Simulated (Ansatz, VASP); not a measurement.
# One calculation of Ti, two programs

Contents of INCAR:

```
SYSTEM = Ti
PREC = Accurate
ENCUT = 520
EDIFF = 1E-6
ISMEAR = -1
SIGMA = 0.1
LREAL = .FALSE.
LASPH = .TRUE.
NELM = 80
ALGO = Normal
ISIF = 2
LWAVE = .FALSE.
LCHARG = .TRUE.
GGA = PS
LELF = .TRUE.
LVHAR = .TRUE.
NBANDS = 12
```

Contents of KPOINTS:

```
Automatic mesh
0
G
  15 15 15
  0 0 0
```

Contents of POSCAR:

```
Ti
1.0
   -1.6487772712      1.6487772712      1.6487772712
    1.6487772712     -1.6487772712      1.6487772712
    1.6487772712      1.6487772712     -1.6487772712
Ti
1
Direct
    0.0000000000      0.0000000000      0.0000000000
```

Input for Ansatz:

```yaml
crystal:
  lattice:
    - [-1.6487772712, 1.6487772712, 1.6487772712]
    - [1.6487772712, -1.6487772712, 1.6487772712]
    - [1.6487772712, 1.6487772712, -1.6487772712]
  atoms:
    - { symbol: Ti, position: [0.0, 0.0, 0.0] }
hamiltonian:
  xc: pbesol
  pseudopotentials:
    kind: paw
    azcp:
      Ti: "pseudopotentials/Ti.paw.azcp"
basis:
  ecutwfc: 420
  fft_grid_basis: typed
kpoints:
  mp_grid: { grid: [15, 15, 15], shift: [0, 0, 0] }
magnetization:
  spin_polarized: false
scf:
  occupations: { method: fermi_dirac, width: 0.1 }
  lower_state_search: "off"
output:
  stress: true
  write_density: true
  write_potential: true
  elf: true
  volumetric_format: npy
```

Alike in both runs: task single point; functional PBEsol; k mesh 15 × 15 × 15; occupations fermi-dirac, width 0.1 eV; no spin polarisation.

```csv
,VASP,Ansatz
version,VASP 6.6.1,Ansatz 0.2.0
potentials or method,"VASP PAW PBE potentials, release 64 (Ti_sv), cutoff 520 eV","plane waves (420 eV) with PAW, scalar-relativistic"
valence electrons in the cell,12,12
```

```csv
,VASP,Ansatz,Ansatz less VASP
pressure (GPa),-7.7,-7.6,+0.16
```

VASP's potentials were made for PBE, not for PBEsol, and Ansatz warns of the same on its side. With one functional, cell and mesh, what is left measures potentials, basis and numerics.
